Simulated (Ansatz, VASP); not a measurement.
## Two plane-wave programs on Ti2Re2Pb

```
Ti Re Pb
1.0
    -1.81169    1.81169    7.49962
     1.81169   -1.81169    7.49962
     1.81169    1.81169   -7.49962
Ti Re Pb
2 2 1
Direct
  0.61451 0.61451 0.00000
  0.38549 0.38549 0.00000
  0.25000 0.75000 0.50000
  0.75000 0.25000 0.50000
  0.00000 0.00000 0.00000
```

Alike in both runs: functional PBE; k mesh 6 × 6 × 6; occupations gaussian, width 0.1 eV; no spin polarisation.

Ansatz relaxed the structure, and its values are those at the end. VASP's run is a single point on that final structure, the one shown.

|  | VASP | Ansatz |
| --- | --- | --- |
| version | VASP 6.6.1 | Ansatz 0.2.0 |
| potentials or method | VASP PAW PBE potentials, release 64 (Ti_sv, Re, Pb_d), cutoff 520 eV | scalar-relativistic, plane waves, PAW |
| valence electrons in the cell | 52 | 68 |

```tsv
	VASP	Ansatz	Ansatz less VASP
gap on the k mesh at the Fermi level (eV)	none	none	-
pressure (GPa)	-0.4	-0.2	+0.23
rms of the force components (eV/Å)	0.012	0.013	+0.0012
```

A gap of «none» marks a metal or a gap that the smearing closes. The functional is the same, so the differences come from potentials, cutoffs and numerics. VASP's potentials hold 52 valence electrons a cell and Ansatz's 68, so a difference there can come from the potentials and not from the codes.

The k mesh is coarse, so the values compare programs but aren't converged. Spin-orbit coupling is off throughout.
